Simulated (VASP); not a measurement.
PbF2: single point with r2SCAN

PbF2:

```
Pb F
1.0
     2.98826    2.98826    0.00000
    -2.98826    2.98826    0.00000
     0.00000    2.98826    2.98826
Pb F
1 2
Direct
  0.00000 0.00000 0.00000
  0.25000 0.75000 0.50000
  0.75000 0.25000 0.50000
```

```yaml
Program: VASP 6.6.1
Task: single point
Functional: r2SCAN
Potentials_or_basis: VASP PAW PBE potentials, release 64 (Pb_d, F)
Cutoff: 520 eV
k_mesh: 8 × 8 × 8
Occupations: gaussian, width 0.01 eV
Spin: no spin polarisation
```

```
Pressure               : -2.1 GPa
Band gap on the k mesh : 4.94 eV (least direct gap 5.08 eV)
```

Levels at points of the mesh, in eV from the valence-band top:
| k point | band 11 | band 12 | band 13 | band 14 | band 15 | band 16 | band 17 | band 18 |
| --- | --- | --- | --- | --- | --- | --- | --- | --- |
| (0.00, 0.00, 0.00) | -2.48 | -1.97 | -1.97 | -1.97 | 7.28 | 7.28 | 7.28 | 10.64 |
| (0.50, 0.00, 0.00) | -2.64 | -2.15 | -2.15 | -0.04 | 5.40 | 8.16 | 8.16 | 13.40 |
| (0.50, 0.50, 0.00) | -1.58 | -1.58 | -1.57 | -0.14 | 4.94 | 8.36 | 8.36 | 9.14 |

Run time: 42 s on 1 thread of Intel(R) Xeon(R) 6975P-C (Granite Rapids), on a shared host, peak memory 0.19 GiB.

Caveat: the PAW data sets were made with another functional, which shifts forces and pressure a little; spin-orbit coupling is left out, which moves the levels of the heavy elements. r2SCAN opens gaps a little over a GGA but as a rule still falls short of measured ones.
